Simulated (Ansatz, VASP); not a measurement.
## Two plane-wave programs on LiCl

```xyz
6
Lattice="3.3923 -1.9594 0.0078 3.3923 1.9594 0.0078 -2.2888 0.0000 9.4657" Properties=species:S:1:pos:R:3 pbc="T T T"
Li    3.4797    0.0000    9.0655
Li    3.4958    0.0000    2.7662
Li   -1.0357    0.0000    5.9043
Cl    3.4887    0.0000    5.1542
Cl   -1.0412    0.0000    8.2933
Cl    5.7597    0.0000    1.9973
```

Alike in both runs: task single point; functional HSE06; k mesh 6 × 6 × 2; occupations gaussian, width 0.02 eV; no spin polarisation.

|  | VASP | Ansatz |
| --- | --- | --- |
| version | VASP 6.6.1 | Ansatz 0.2.0 |
| potentials or method | VASP PAW PBE potentials, release 64 (Li_sv, Cl), cutoff 650 eV | scalar-relativistic, plane waves, PAW |
| valence electrons in the cell | 30 | 30 |

VASP gave:

- gap on the k mesh at the Fermi level (eV): 7.26
- least direct gap on the mesh (eV): 7.26
- pressure (GPa): -0.6

Task: Which values does Ansatz return?

Result: gap on the k mesh at the Fermi level (eV): 7.27; least direct gap on the mesh (eV): 7.27; pressure (GPa): -0.5.

With one functional, cell and mesh, what is left measures potentials, basis and numerics. Ansatz's warnings: stress exchange threshold loose, stress scf threshold loose.
